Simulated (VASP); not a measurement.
# Mg (Im-3m) in VASP: a series of runs

Runs on Mg. Level: LDA. Tasks: single point, relaxation of cell and atoms.

All numbers are computed with VASP 6.6.1; they aren't measurements. Logs are shortened: lines on timing, memory, paths and dates and some standing lists are left out, and cuts for length are marked.

## 1. The cell of the first run

It takes space group Im-3m (No. 229, cubic). The conventional cell has a = 2.934 Å, b = 2.934 Å, c = 2.934 Å, α = 90.00°, β = 90.00°, γ = 90.00°. Mg (site symmetry m-3m) has 14 Mg at 2.54 to 2.93 Å within 3.4 Å.

## 2. Single point, LDA

File INCAR:

```
SYSTEM = Mg
ALGO     = Normal         ! electronic algorithm
EDIFF    = 1E-6           ! SCF threshold, eV
ENCUT    = 600            ! plane-wave cutoff, eV
GGA_COMPAT= .FALSE.      
ISIF     = 2              ! what is computed and relaxed
ISMEAR   = 0              ! smearing method
LASPH    = .TRUE.         ! aspherical terms in the spheres
LCHARG   = .TRUE.         ! write CHGCAR
LELF     = .TRUE.         ! ELF
LREAL    = .FALSE.        ! projectors in reciprocal space
LVHAR    = .TRUE.       
LWAVE    = .FALSE.        ! write WAVECAR
NBANDS   = 7              ! bands
NELM     = 120            ! most SCF steps
PREC     = Accurate       ! precision mode
SIGMA    = 0.05           ! smearing width, eV
```

File KPOINTS:

```
k-points
0
G
  8 8 8
  0 0 0
```

File POSCAR:

```
Mg
1.0
   -1.4670609600      1.4670609600      1.4670609600
    1.4670609600     -1.4670609600      1.4670609600
    1.4670609600      1.4670609600     -1.4670609600
Mg
1
Direct
    0.0000000000      0.0000000000      0.0000000000
```

Potentials or basis: VASP PAW LDA potentials, release 64 (Mg).

Run with:

```bash
cat potpaw_LDA.64/Mg/POTCAR > POTCAR
mpirun -np 1 vasp_std > vasp.out
```

OUTCAR:

```text
SYSTEM = Mg
   EDIFF = 1E-6
   ENCUT = 600
   ISIF = 2
   ISMEAR = 0
   LASPH = .TRUE.
   LREAL = .FALSE.
   NELM = 120
   PREC = Accurate

 ion  position               nearest neighbor table
   1  0.000  0.000  0.000-

  LATTYP: Found a body centered cubic cell.
 ALAT       =     2.9341219200

  Lattice vectors:

 A1 = (  -1.4670609600,   1.4670609600,   1.4670609600)
 A2 = (   1.4670609600,  -1.4670609600,   1.4670609600)
 A3 = (   1.4670609600,   1.4670609600,  -1.4670609600)

Analysis of symmetry for initial positions (statically):
=====================================================================
 Subroutine PRICEL returns:
 Original cell was already a primitive cell.

 Routine SETGRP: Setting up the symmetry group for a
 body centered cubic supercell.

 Subroutine GETGRP returns: Found 48 space group operations
[... 9 lines left out ...]

 Routine SETGRP: Setting up the symmetry group for a
 body centered cubic supercell.

 Subroutine GETGRP returns: Found 48 space group operations
[... 11 lines left out ...]
                                     Primitive cell

  volume of cell :      12.6300

  direct lattice vectors                    reciprocal lattice vectors
    -1.467060960  1.467060960  1.467060960     0.000000000  0.340817467  0.340817467
     1.467060960 -1.467060960  1.467060960     0.340817467  0.000000000  0.340817467
     1.467060960  1.467060960 -1.467060960     0.340817467  0.340817467  0.000000000

  length of vectors
     2.541024121  2.541024121  2.541024121     0.481988684  0.481988684  0.481988684

  position of ions in fractional coordinates (direct lattice)
     0.000000000  0.000000000  0.000000000

  ion indices of the primitive-cell ions
   primitive index   ion index
                 1           1

----------------------------------------------------------------------------------------

 KPOINTS: k-points

Automatic generation of k-mesh.
 Grid dimensions read from file:
 generate k-points for:    8    8    8

 Generating k-lattice:

  Cartesian coordinates                     Fractional coordinates (reciprocal lattice)
     0.000000000  0.042602183  0.042602183     0.125000000  0.000000000  0.000000000
     0.042602183  0.000000000  0.042602183     0.000000000  0.125000000  0.000000000
     0.042602183  0.042602183  0.000000000     0.000000000  0.000000000  0.125000000

  Length of vectors
     0.060248585  0.060248585  0.060248585

  Shift w.r.t. Gamma in fractional coordinates (k-lattice)
     0.000000000  0.000000000  0.000000000

 Subroutine IBZKPT returns following result:
 ===========================================

 Found     29 irreducible k-points:

 Following reciprocal coordinates:
            Coordinates               Weight
  0.000000  0.000000  0.000000      1.000000
  0.125000  0.000000  0.000000     12.000000
  0.250000  0.000000  0.000000     12.000000
  0.375000  0.000000  0.000000     12.000000
  0.500000  0.000000  0.000000      6.000000
  0.125000  0.125000  0.000000     24.000000
[... 16 lines left out ...]
 -0.250000  0.250000  0.250000      6.000000
 -0.375000  0.375000  0.250000     24.000000
 [... further k-points ...]
   k-points           NKPTS =     29   k-points in BZ     NKDIM =     29   number of bands    NBANDS=      7
   number of dos      NEDOS =    301   number of ions     NIONS =      1
   total plane-waves  NPLWV =   8000
   dimension x,y,z NGX =    20 NGY =   20 NGZ =   20
   dimension x,y,z NGXF=    40 NGYF=   40 NGZF=   40
   ions per type =               1
   NGX,Y,Z   is equivalent  to a cutoff of  13.08, 13.08, 13.08 a.u.
   NGXF,Y,Z  is equivalent  to a cutoff of  26.17, 26.17, 26.17 a.u.
 SYSTEM =  Mg
   PREC   = accura    normal or accurate (medium, high low for compatibility)
   ISTART =      0    job   : 0-new  1-cont  2-samecut
   ICHARG =      2    charge: 1-file 2-atom 10-const
   ISPIN  =      1    spin polarized calculation?
   LNONCOLLINEAR =      F non collinear calculations
   LSORBIT =      F    spin-orbit coupling
   LASPH  =      T    aspherical Exc in radial PAW
   ENCUT  =  600.0 eV  44.10 Ry    6.64 a.u.   5.08  5.08  5.08*2*pi/ulx,y,z
   NELM   =    120;   NELMIN=  2; NELMDL= -5     # of ELM steps
   EDIFF  = 0.1E-05   stopping-criterion for ELM
   LREAL  =      F    real-space projection
   EDIFFG = 0.1E-04   stopping-criterion for IOM
   NSW    =      0    number of steps for IOM
   IBRION =     -1    ionic relax: 0-MD 1-quasi-New 2-CG
   NFREE  =      0    steps in history (QN), initial steepest desc. (CG)
   ISIF   =      2    stress and relaxation
   ISYM   =      2    0-nonsym 1-usesym 2-fastsym
   POTIM  = 0.5000    time-step for ionic-motion
   TEBEG  =    0.0;   TEEND  =   0.0 temperature during run
   PSTRESS=    0.0 pullay stress
   NELECT =       2.0000    total number of electrons
   NUPDOWN=      -1.0000    fix difference up-down
   EMIN   =  10.00;   EMAX   =-10.00  energy-range for DOS
   EFERMI =   0.00;   METHOD = LEGACY
   ISMEAR =     0;   SIGMA  =   0.05  broadening in eV -4-tet -1-fermi 0-gaus
   EFERMI_NEDOS =   21; number of points for ismear=-14 and -15
   IALGO  =     38    algorithm
   IMIX   =      4    mixing-type and parameters
     AMIX     =   0.40;   BMIX     =  1.00
     AMIX_MAG =   1.60;   BMIX_MAG =  1.00
  volume/ion in A,a.u.               =      12.63        85.23
  Fermi-wavevector in a.u.,A,eV,Ry     =   0.885693  1.673718 10.673125  0.784453
  Thomas-Fermi vector in A             =   2.006761
   LORBIT       =      0    0 simple, 1 ext, 2 COOP (PROOUT), +10 PAW based schemes
   GGA     = CA    functional components
   LHFCALC =     F    Hartree Fock is set to
   AEXX    =    0.0000 exact exchange contribution
   IVDW    =     0    specifies the selected vdW correction
   LEPSILON=     F    determine dielectric tensor
   LRPA    =     F    only Hartree local field effects (RPA)
 non-spin polarized calculation
 Gauss-broadening in eV      SIGMA  =   0.05
  energy-cutoff  :      600.00
  volume of cell :       12.63
 maximum number of plane-waves:       429
   NGX = 11   NGY = 11   NGZ = 11

 number of electron       2.0000000 magnetization

 Free energy of the ion-electron system (eV)
  ---------------------------------------------------
  ext. energy  EPLUGINS =         0.00000000
  ---------------------------------------------------
  free energy    TOTEN  =        -0.72258690 eV

  energy without entropy =       -0.72194022  energy(sigma->0) =       -0.72226356

 E-fermi :   6.4709     XC(G=0): -10.8383

 val. band max:        6.0983815715   @ k =   0.5000   0.5000   0.1250
 cond. band min:       6.4783502393   @ k =   0.3750   0.1250   0.1250
 fundamental gap:      0.3799686678
 Fermi energy:         6.4709104722

 k-point     1 :       0.0000    0.0000    0.0000
  band No.  band energies     occupation
      1      -3.3722      2.00000
      2      23.9725      0.00000
      3      23.9725      0.00000
      4      23.9725      0.00000
      5      26.8670      0.00000
      6      26.8670      0.00000
      7      28.8221      0.00000

 k-point     2 :       0.1250    0.0000    0.0000
  band No.  band energies     occupation
      1      -2.8234      2.00000
      2      19.9623      0.00000
      3      21.9366      0.00000
      4      23.4453      0.00000
      5      24.8340      0.00000
      6      25.5488      0.00000
      7      30.7399      0.00000

 k-point     3 :       0.2500    0.0000    0.0000
  band No.  band energies     occupation
      1      -1.2117      2.00000
      2      14.2477      0.00000
      3      19.4870      0.00000
      4      22.5483      0.00000
      5      22.8811      0.00000
      6      25.2518      0.00000
      7      31.3837      0.00000

 k-point     4 :       0.3750    0.0000    0.0000
  band No.  band energies     occupation
      1       1.3623      2.00000
      2       9.2408      0.00000
      3      17.9336      0.00000
      4      21.7305      0.00000
      5      21.9146      0.00000
      6      24.4936      0.00000
      7      32.5323      0.00000

 k-point     5 :       0.5000    0.0000    0.0000
  band No.  band energies     occupation
      1       4.2117      2.00000
      2       5.5970      2.00000
      3      17.4090      0.00000
      4      21.3551      0.00000
      5      21.6972      0.00000
      6      24.1067      0.00000
      7      32.9924      0.00000

 k-point     6 :       0.1250    0.1250    0.0000
  band No.  band energies     occupation
      1      -1.7433      2.00000
      2      16.6432      0.00000
      3      18.0962      0.00000
      4      22.4202      0.00000
      5      24.3461      0.00000
      6      26.8168      0.00000
      7      30.7678      0.00000

 k-point     7 :       0.2500    0.1250   -0.0000
  band No.  band energies     occupation
      1       0.3494      2.00000
      2      11.8405      0.00000
      3      15.8166      0.00000
      4      21.1854      0.00000
      5      23.7137      0.00000
      6      27.4192      0.00000
      7      30.1332      0.00000
[... 121 lines left out ...]
 k-point    20 :      -0.3750    0.5000    0.1250
  band No.  band energies     occupation
      1       4.2342      2.00000
      2       8.1886      0.00000
      3      12.7526      0.00000
      4      19.9608      0.00000
      5      24.2856      0.00000
      6      24.4116      0.00000
      7      29.3327      0.00000

 k-point    21 :      -0.3750   -0.3750    0.1250
  band No.  band energies     occupation
      1       6.8710      0.00000
      2       6.8710      0.00000
      3      10.1951      0.00000
      4      22.2487      0.00000
      5      22.2487      0.00000
      6      24.0750      0.00000
      7      28.5801      0.00000

 k-point    22 :       0.2500    0.2500    0.2500
  band No.  band energies     occupation
      1       7.7737      0.00000
      2       7.7737      0.00000
      3       7.7737      0.00000
      4      14.0187      0.00000
      5      34.8297      0.00000
      6      34.8297      0.00000
      7      37.6084      0.00000

 k-point    23 :      -0.2500    0.2500    0.2500
  band No.  band energies     occupation
      1       0.8574      2.00000
      2      14.8035      0.00000
      3      15.8276      0.00000
      4      15.8276      0.00000
      5      21.7598      0.00000
      6      28.2525      0.00000
      7      31.0537      0.00000

 k-point    24 :      -0.3750    0.3750    0.2500
  band No.  band energies     occupation
      1       3.3202      2.00000
      2      10.8004      0.00000
      3      14.6279      0.00000
      4      15.8114      0.00000
      5      20.8548      0.00000
      6      28.3676      0.00000
      7      28.8482      0.00000

 [... further k-points ...]
[... 5 lines left out ...]
  --------------------------------------------------------------------------------------
  -------------------------------------------------------------------------------------
  Total        4.7379550      4.7379550      4.7379550      0.0000000     -0.0000000      0.0000000
  in kB      601.0312355    601.0312355    601.0312355      0.0000000     -0.0000000      0.0000000
  external PRESSURE =     601.0312355 kB  Pullay stress =       0.0000000 kB

 VOLUME and BASIS-vectors are now :
 -----------------------------------------------------------------------------
  energy-cutoff  :      600.00
  volume of cell :       12.63
      direct lattice vectors                 reciprocal lattice vectors
    -1.467060960  1.467060960  1.467060960     0.000000000  0.340817467  0.340817467
     1.467060960 -1.467060960  1.467060960     0.340817467  0.000000000  0.340817467
     1.467060960  1.467060960 -1.467060960     0.340817467  0.340817467  0.000000000

 POSITION                                       TOTAL-FORCE (eV/Angst)
 -----------------------------------------------------------------------------------
      0.00000      0.00000      0.00000        -0.000000     -0.000000      0.000000
 -----------------------------------------------------------------------------------
    total drift:                                0.000000      0.000000     -0.000000

  FREE ENERGIE OF THE ION-ELECTRON SYSTEM (eV)
  ---------------------------------------------------
  free  energy   TOTEN  =        -0.7225868992 eV

  energy  without entropy=       -0.7219402167  energy(sigma->0) =       -0.72226356
```

It took 3.6 s on 1 thread of Intel Xeon Platinum 8488C (Sapphire Rapids), shared host; peak memory 0.11 GiB.

Results:

```
Free energy            : -0.7226 eV
Pressure               : 60.1 GPa
Band gap on the k mesh : zero (band 1 reaches 10.46 eV, above the bottom of band 2 at 5.60 eV)
```

Caveat: the k points lie up to 0.38 Å⁻¹ apart.

## 3. Single point, LDA

This run uses another cell than the first one, of 16.15 Å³/atom, 1.279 times its volume.

File INCAR:

```
ALGO = Normal
EDIFF = 1E-6
ENCUT = 600
GGA = CA
GGA_COMPAT = False
ISIF = 2
ISMEAR = 0
LASPH = True
LCHARG = True
LELF = True
LREAL = False
LVHAR = True
LWAVE = False
NBANDS = 7
NELM = 120
PREC = Accurate
SIGMA = 0.05
```

File KPOINTS:

```
k-points
0
Gamma
  8 8 8
```

File POSCAR:

```
Mg
1.0
   -1.5922962706      1.5922962706      1.5922962706
    1.5922962706     -1.5922962706      1.5922962706
    1.5922962706      1.5922962706     -1.5922962706
Mg
1
Direct
    0.0000000000      0.0000000000      0.0000000000
```

Potentials or basis: VASP PAW LDA potentials, release 64 (Mg).

Run with:

```bash
cat potpaw_LDA.64/Mg/POTCAR > POTCAR
mpirun -np 1 vasp_std > vasp.out
```

OUTCAR:

```text
EDIFF = 1E-6
   ENCUT = 600
   GGA = CA
   ISIF = 2
   ISMEAR = 0
   LASPH = True
   LREAL = False
   NELM = 120
   PREC = Accurate

 ion  position               nearest neighbor table
   1  0.000  0.000  0.000-

  LATTYP: Found a body centered cubic cell.
 ALAT       =     3.1845925412

  Lattice vectors:

 A1 = (  -1.5922962706,   1.5922962706,   1.5922962706)
 A2 = (   1.5922962706,  -1.5922962706,   1.5922962706)
 A3 = (   1.5922962706,   1.5922962706,  -1.5922962706)

[... 410 lines left out ...]
 k-point    24 :      -0.3750    0.3750    0.2500
  band No.  band energies     occupation
      1       1.8077      2.00000
      2       8.4730      0.00000
      3      11.4585      0.00000
      4      12.7524      0.00000
      5      16.6282      0.00000
      6      22.7231      0.00000
      7      23.8949      0.00000

 [... further k-points ...]
[... 5 lines left out ...]
  --------------------------------------------------------------------------------------
  -------------------------------------------------------------------------------------
  Total        1.9759467      1.9759467      1.9759467     -0.0000000     -0.0000000     -0.0000000
  in kB      196.0442870    196.0442870    196.0442870     -0.0000000     -0.0000000     -0.0000000
  external PRESSURE =     196.0442870 kB  Pullay stress =       0.0000000 kB

 VOLUME and BASIS-vectors are now :
 -----------------------------------------------------------------------------
  energy-cutoff  :      600.00
  volume of cell :       16.15
      direct lattice vectors                 reciprocal lattice vectors
    -1.592296271  1.592296271  1.592296271     0.000000000  0.314011914  0.314011914
     1.592296271 -1.592296271  1.592296271     0.314011914  0.000000000  0.314011914
     1.592296271  1.592296271 -1.592296271     0.314011914  0.314011914  0.000000000

 POSITION                                       TOTAL-FORCE (eV/Angst)
 -----------------------------------------------------------------------------------
      0.00000      0.00000      0.00000        -0.000000     -0.000000      0.000000
 -----------------------------------------------------------------------------------
    total drift:                                0.000000      0.000000     -0.000000

  FREE ENERGIE OF THE ION-ELECTRON SYSTEM (eV)
  ---------------------------------------------------
  free  energy   TOTEN  =        -1.5251068041 eV

  energy  without entropy=       -1.5244601217  energy(sigma->0) =       -1.52478346
```

stdout:

```text
POSCAR found type information on POSCAR Mg
 POSCAR found :  1 types and       1 ions
 scaLAPACK will be used
 LDA part: xc-table for (Slater(with rela. corr.)+CA(PZ))
 , standard interpolation
 POSCAR, INCAR and KPOINTS ok, starting setup
 FFT: planning ... GRIDC
 FFT: planning ... GRID_SOFT
 FFT: planning ... GRID
 WAVECAR not read
 entering main loop
```

It took 2.9 s on 1 thread of Intel Xeon Platinum 8488C (Sapphire Rapids), shared host; peak memory 0.12 GiB.

Results:

```
Free energy            : -1.5251 eV
Pressure               : 19.6 GPa
Band gap on the k mesh : zero (band 1 reaches 8.69 eV, above the bottom of band 2 at 3.71 eV)
```

Levels at points of the mesh, in eV from the Fermi level:
| k point | band 1 | band 2 | band 3 | band 4 | band 5 |
| --- | --- | --- | --- | --- | --- |
| (0.00, 0.00, 0.00) | -8.48 | 15.55 | 15.55 | 15.55 | 18.08 |
| (0.50, 0.00, 0.00) | -1.87 | -0.80 | 10.03 | 12.44 | 12.85 |
| (0.50, 0.50, 0.50) | 4.19 | 4.19 | 5.15 | 5.15 | 5.15 |

## 4. Single point, LDA

This run uses another cell than the first one, of 13.97 Å³/atom, 1.106 times its volume.

File INCAR:

```
SYSTEM = Mg
ALGO = Normal
EDIFF = 1E-6
ENCUT = 600
GGA = CA
GGA_COMPAT = .FALSE.
ISIF = 2
ISMEAR = 0
LASPH = .TRUE.
LCHARG = .FALSE.
LREAL = .FALSE.
LWAVE = .FALSE.
NBANDS = 7
NELM = 120
PREC = Accurate
SIGMA = 0.05
```

File KPOINTS:

```
k-points
0
G
  8 8 8
  0 0 0
```

File POSCAR:

```
Mg
1.0
   -1.5171517482      1.5171517482      1.5171517482
    1.5171517482     -1.5171517482      1.5171517482
    1.5171517482      1.5171517482     -1.5171517482
Mg
1
Direct
    0.0000000000      0.0000000000      0.0000000000
```

Run with:

```bash
cat potpaw_LDA.64/Mg/POTCAR > POTCAR
mpirun -np 1 vasp_std > vasp.out
```

It took 2.8 s on 1 thread of Intel Xeon Platinum 8488C (Sapphire Rapids), shared host; peak memory 0.12 GiB.

The run converged. Its results:

```yaml
Free_energy: -1.1344 eV
Pressure: 39.8 GPa
Band_gap_on_the_k_mesh: zero (band 1 reaches 9.71 eV, above the bottom of band 2 at 4.78 eV)
```

Levels at points of the mesh, in eV from the Fermi level:
```tsv
k point	band 1	band 2	band 3	band 4	band 5	band 6
(0.00, 0.00, 0.00)	-9.28	16.68	16.68	16.68	19.41	19.41
(0.50, 0.00, 0.00)	-2.11	-0.84	10.56	14.01	14.02	16.43
(0.50, 0.50, 0.50)	4.09	4.09	5.78	5.78	5.78	14.08
```

Caveat: the k points lie up to 0.37 Å⁻¹ apart.

(Part 1 of 2 ends here.)
